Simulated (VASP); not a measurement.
# MnO2 (R-3m) in VASP: further runs, part 2 of 2

VASP 6.6.1. Earlier steps stand in the parts before.

## Step 3: Single point, PBEsol, collinear spin, ferromagnetic start

Contents of INCAR:

```
PREC = Accurate
ENCUT = 600
EDIFF = 1E-6
ISMEAR = 0
SIGMA = 0.1
LREAL = False
LASPH = True
NELM = 200
ALGO = Normal
ISIF = 2
LWAVE = False
LCHARG = False
ISPIN = 2
MAGMOM = 2.74 0 0
LORBIT = 11
LMAXMIX = 4
GGA = PS
NBANDS = 24
GGA_COMPAT = False
```

Contents of KPOINTS:

```
Automatic mesh
0
Gamma
  3 3 3
```

Contents of POSCAR:

```
MnO2
1.0
    1.4284348394      0.8247072390      4.5839315268
   -1.4284348394      0.8247072390      4.5839315268
    0.0000000000     -1.6494144781      4.5839315268
Mn O
1 2
Direct
    0.0000000000      0.0000000000      0.0000000000
    0.2647807071      0.2647807071      0.2647807071
    0.7352192929      0.7352192929      0.7352192929
```

Potentials or basis: VASP PAW PBE potentials, release 64 (Mn_pv, O).

Run with:

```console
$ cat potpaw_PBE.64/Mn_pv/POTCAR potpaw_PBE.64/O/POTCAR > POTCAR
$ mpirun -np 1 vasp_std > vasp.out
```

OUTCAR:

```text
PREC = Accurate
   ENCUT = 600
   EDIFF = 1E-6
   ISMEAR = 0
   LREAL = False
   LASPH = True
   NELM = 200
   ISIF = 2
   ISPIN = 2
   LORBIT = 11
   GGA = PS

 ion  position               nearest neighbor table
   1  0.000  0.000  0.000-   3 1.90   2 1.90   3 1.90   3 1.90   2 1.90   2 1.90
   2  0.265  0.265  0.265-   1 1.90   1 1.90   1 1.90
   3  0.735  0.735  0.735-   1 1.90   1 1.90   1 1.90

  LATTYP: Found a trigonal (rhomboedric) cell.
 ALAT       =     4.8716523237
 COS(alpha) =     0.8280515398

  Lattice vectors:

 A1 = (   1.4284348394,   0.8247072390,   4.5839315268)
 A2 = (  -1.4284348394,   0.8247072390,   4.5839315268)
 A3 = (   0.0000000000,  -1.6494144781,   4.5839315268)

Analysis of symmetry for initial positions (statically):
=====================================================================
 Subroutine PRICEL returns:
 Original cell was already a primitive cell.

 Routine SETGRP: Setting up the symmetry group for a
[... 498 lines left out ...]
     23      25.0176      0.00000
     24      26.3078      0.00000

------------------------ aborting loop because EDIFF is reached ----------------------------------------

  FORCE on cell =-STRESS in cart. coord.  units (eV):
  Direction    XX          YY          ZZ          XY          YZ          ZX
  --------------------------------------------------------------------------------------
  -------------------------------------------------------------------------------------
  Total       -0.1139638     -0.1139638      0.2197805     -0.0000000     -0.0000000      0.0000000
  in kB       -5.6354388     -5.6354388     10.8680102     -0.0000000     -0.0000000      0.0000000
  external PRESSURE =      -0.1342891 kB  Pullay stress =       0.0000000 kB

 VOLUME and BASIS-vectors are now :
 -----------------------------------------------------------------------------
  energy-cutoff  :      600.00
  volume of cell :       32.40
      direct lattice vectors                 reciprocal lattice vectors
     1.428434839  0.824707239  4.583931527     0.350033468  0.202091917  0.072717782
    -1.428434839  0.824707239  4.583931527    -0.350033468  0.202091917  0.072717782
     0.000000000 -1.649414478  4.583931527     0.000000000 -0.404183833  0.072717782

 POSITION                                       TOTAL-FORCE (eV/Angst)
 -----------------------------------------------------------------------------------
      0.00000      0.00000      0.00000         0.000000      0.000000      0.000000
      0.00000     -0.00000      3.64121         0.000000      0.000000     -0.077692
      0.00000     -0.00000     10.11058         0.000000     -0.000000      0.077692
 -----------------------------------------------------------------------------------
    total drift:                                0.000000      0.000000      0.000000

  FREE ENERGIE OF THE ION-ELECTRON SYSTEM (eV)
  ---------------------------------------------------
  free  energy   TOTEN  =       -25.0218989780 eV

  energy  without entropy=      -25.0218989776  energy(sigma->0) =      -25.02189898

 total charge

# of ion       s       p       d       tot
------------------------------------------
    1        0.360   6.485   4.932  11.777
    2        1.573   3.406   0.000   4.979
    3        1.573   3.406   0.000   4.979
--------------------------------------------------
tot          3.506  13.297   4.932  21.735

 magnetization (x)

# of ion       s       p       d       tot
------------------------------------------
    1        0.033   0.042   2.792   2.867
    2        0.004   0.021   0.000   0.026
    3        0.004   0.021   0.000   0.026
--------------------------------------------------
tot          0.042   0.085   2.792   2.918
```

OSZICAR:

```text
N       E                     dE             d eps       ncg     rms          rms(c)
DAV:   1     0.251268449973E+03    0.25127E+03   -0.14798E+04   576   0.127E+03
DAV:   2    -0.176033971718E+02   -0.26887E+03   -0.25352E+03   632   0.382E+02
DAV:   3    -0.321965649918E+02   -0.14593E+02   -0.14527E+02   680   0.942E+01
DAV:   4    -0.323301964200E+02   -0.13363E+00   -0.13362E+00   632   0.938E+00
DAV:   5    -0.323316928445E+02   -0.14964E-02   -0.14964E-02   656   0.954E-01    0.309E+01
DAV:   6    -0.311393295124E+02    0.11924E+01   -0.88350E+01   672   0.758E+01    0.405E+01
DAV:   7    -0.261574088575E+02    0.49819E+01   -0.10509E+02   656   0.744E+01    0.142E+01
DAV:   8    -0.250721198590E+02    0.10853E+01   -0.32209E+00   656   0.168E+01    0.462E+00
DAV:   9    -0.250194173078E+02    0.52703E-01   -0.48938E-01   800   0.636E+00    0.195E+00
DAV:  10    -0.250228852293E+02   -0.34679E-02   -0.50974E-02   600   0.149E+00    0.940E-01
DAV:  11    -0.250218475141E+02    0.10377E-02   -0.33359E-03   640   0.450E-01    0.394E-01
DAV:  12    -0.250219445804E+02   -0.97066E-04   -0.34888E-04   592   0.184E-01    0.132E-01
DAV:  13    -0.250218877174E+02    0.56863E-04   -0.51131E-04   656   0.236E-01    0.271E-02
DAV:  14    -0.250218959617E+02   -0.82443E-05   -0.32047E-05   592   0.424E-02    0.173E-02
DAV:  15    -0.250218985696E+02   -0.26079E-05   -0.25129E-06   624   0.132E-02    0.915E-03
DAV:  16    -0.250218989780E+02   -0.40839E-06   -0.13098E-06   416   0.122E-02
   1 F= -.25021899E+02 E0= -.25021899E+02  d E =-.351458E-09  mag=     3.0000
```

Wall time 24 s (1 thread of AMD EPYC 9R45 (Zen 5), shared host); peak memory 0.24 GiB.

Results:

```
Free energy                                           : -25.0219 eV
Pressure                                              : 0.0 GPa
Largest force                                         : 0.078 eV/Å
Band gap on the k mesh                                : 0.82 eV
Net moment                                            : 3.00 μB per cell
Site moments                                          : Mn +2.87; O +0.03 μB
Valence electrons inside the program's atomic spheres : Mn 11.78; O 4.98
```

Forces on the atoms (eV/Å):
```
Mn   0.000  0.000  0.000
O    0.000  0.000 -0.078
O    0.000  0.000  0.078
```

Stress tensor (GPa, compression positive):
```
-0.56  0.00  0.00
 0.00 -0.56  0.00
 0.00  0.00  1.09
```

Levels at points of the mesh, in eV from the valence-band top:
Spin up:
```csv
k point,band 10,band 11,band 12,band 13,band 14,band 15,band 16,band 17,band 18,band 19
"(0.00, 0.00, 0.00)",-2.35,-1.33,-1.33,-1.10,-0.22,2.97,2.97,7.13,10.26,14.87
```
Spin down:
```csv
k point,band 9,band 10,band 11,band 12,band 13,band 14
"(0.00, 0.00, 0.00)",-1.27,-1.27,-0.96,0.82,0.82,2.50
```

Caveat: the k points lie up to 0.86 Å⁻¹ apart; the PAW data sets were made with another functional, which shifts forces and pressure a little; an odd mesh through Γ misses points on the zone boundary, where band edges can lie; a cell with one magnetic atom can't hold antiferromagnetic order, which such compounds often take.

## Step 4: Single point, PBE, collinear spin, ferromagnetic start

Contents of INCAR:

```
ALGO = Normal ; EDIFF = 1E-6
ENCUT = 600 ; GGA = PE
GGA_COMPAT = F ; ISIF = 2
ISMEAR = 1 ; ISPIN = 2
LASPH = T ; LCHARG = F
LMAXMIX = 4 ; LORBIT = 11
LREAL = F ; LWAVE = F
MAGMOM = 2.74 0 0 ; NBANDS = 24
NELM = 200 ; PREC = Accurate
SIGMA = 0.044
```

Contents of KPOINTS:

```
k-points
0
Gamma
  3 3 3
```

Contents of POSCAR:

```
MnO2
1.0
    1.4284348394      0.8247072390      4.5839315268
   -1.4284348394      0.8247072390      4.5839315268
    0.0000000000     -1.6494144781      4.5839315268
Mn O
1 2
Direct
    0.0000000000      0.0000000000      0.0000000000
    0.2643644900      0.2643644900      0.2643644900
    0.7356355100      0.7356355100      0.7356355100
```

Run with:

```console
$ cat potpaw_PBE.64/Mn_pv/POTCAR potpaw_PBE.64/O/POTCAR > POTCAR
$ mpirun -np 1 vasp_std > vasp.out
```

Wall time 23 s (1 thread of AMD EPYC 9R45 (Zen 5), shared host); peak memory 0.24 GiB.

Results (log left out):

```yaml
Free_energy: -23.7731 eV
Pressure: 6.2 GPa
Largest_force: 0.357 eV/Å
Band_gap_on_the_k_mesh: 0.95 eV
Net_moment: 3.00 μB per cell
Site_moments: Mn +2.87; O +0.03 μB
Valence_electrons_inside_the_program's_atomic_spheres: Mn 11.74; O 5.00
```

Forces on the atoms (eV/Å):
```
Mn   0.000  0.000  0.000
O    0.000  0.000 -0.357
O    0.000  0.000  0.357
```

Stress tensor (GPa, compression positive):
```
6.68 0.00 0.00
0.00 6.68 0.00
0.00 0.00 5.17
```

Levels at points of the mesh, in eV from the valence-band top:
Spin up:
```
           k point  band 12  band 13  band 14  band 15  band 16  band 17
(0.00, 0.00, 0.00)    -1.23    -1.00    -0.23     3.04     3.04     7.33
```
Spin down:
```
           k point  band 9  band 10  band 11  band 12  band 13  band 14
(0.00, 0.00, 0.00)   -1.19    -1.19    -0.85     0.95     0.95     2.58
```

Caveat: the k points lie up to 0.86 Å⁻¹ apart; an odd mesh through Γ misses points on the zone boundary, where band edges can lie; a cell with one magnetic atom can't hold antiferromagnetic order, which such compounds often take.

## Step 5: Single point, PBE, collinear spin, ferromagnetic start

Contents of INCAR:

```
  PREC = Accurate
  ENCUT = 600
  EDIFF = 1E-6
  ISMEAR = 0
  SIGMA = 0.1
  LREAL = False
  LASPH = True
  NELM = 200
  ALGO = Normal
  ISIF = 2
  LWAVE = False
  LCHARG = True
  ISPIN = 2
  MAGMOM = 2.74 0 0
  LORBIT = 11
  LMAXMIX = 4
  GGA = PE
  LELF = True
  LVHAR = True
  NBANDS = 24
  GGA_COMPAT = False
```

Contents of KPOINTS:

```
Automatic mesh
0
Gamma
  3 3 3
```

POSCAR is that of step 4.

Run with:

```console
$ cat potpaw_PBE.64/Mn_pv/POTCAR potpaw_PBE.64/O/POTCAR > POTCAR
$ mpirun -np 1 vasp_std > vasp.out
```

It took 25 s on 1 thread of AMD EPYC 9R45 (Zen 5), shared host; peak memory 0.24 GiB.

The run converged. Its results:

```yaml
Free_energy: -23.7732 eV
Pressure: 6.2 GPa
Largest_force: 0.357 eV/Å
Band_gap_on_the_k_mesh: 0.95 eV
Net_moment: 3.00 μB per cell
Site_moments: Mn +2.87; O +0.03 μB
Valence_electrons_inside_the_program's_atomic_spheres: Mn 11.74; O 5.00
```

Forces in eV/Å, atoms in the order of the input:
```
Mn   0.000  0.000  0.000
O    0.000  0.000 -0.357
O    0.000  0.000  0.357
```

Stress tensor (GPa, compression positive):
```
6.68 0.00 0.00
0.00 6.68 0.00
0.00 0.00 5.17
```

Levels at points of the mesh, in eV from the valence-band top:
Spin up:
```csv
k point,band 11,band 12,band 13,band 14,band 15,band 16,band 17,band 18
"(0.00, 0.00, 0.00)",-1.23,-1.23,-1.00,-0.23,3.04,3.04,7.33,10.52
```
Spin down:
| k point | band 9 | band 10 | band 11 | band 12 | band 13 | band 14 |
| --- | --- | --- | --- | --- | --- | --- |
| (0.00, 0.00, 0.00) | -1.19 | -1.19 | -0.85 | 0.95 | 0.95 | 2.58 |

Caveat: the k points lie up to 0.86 Å⁻¹ apart; an odd mesh through Γ misses points on the zone boundary, where band edges can lie; a cell with one magnetic atom can't hold antiferromagnetic order, which such compounds often take.

## Step 6: Overview

| level | potentials or basis | smearing | gap on the mesh (eV) | pressure (GPa) | moment (μB) | largest force (eV/Å) |
| --- | --- | --- | --- | --- | --- | --- |
| LDA | VASP PAW LDA potentials, release 64 (Mn_pv, O) | methfessel-paxton 0.0680285 eV | 0.44 | -7.6 | 3.00 | 0.42 |
| PBEsol | VASP PAW PBE potentials, release 64 (Mn_pv, O) | gaussian 0.1 eV | 0.82 | 0.0 | 3.00 | 0.08 |
| PBE | VASP PAW PBE potentials, release 64 (Mn_pv, O) | methfessel-paxton 0.044 eV | 0.95 | 6.2 | 3.00 | 0.36 |
| PBE | VASP PAW PBE potentials, release 64 (Mn_pv, O) | gaussian 0.1 eV | 0.95 | 6.2 | 3.00 | 0.36 |

Some of these runs hold the atoms at other places in the same cell, which the table doesn't show; runs alike in all that it shows share one row.

Alike in all rows: task single point; spin collinear, ferromagnetic start; cell as given; k mesh 3 × 3 × 3; cutoff (eV) 600.

Caveats: all runs use coarse meshes; an odd mesh through Γ misses points on the zone boundary, where band edges can lie; a cell with one magnetic atom can't hold antiferromagnetic order, which such compounds often take; the PAW data sets were made with another functional, which shifts forces and pressure a little (at least some runs).

Absolute energies hang on the potentials; compare differences alone.
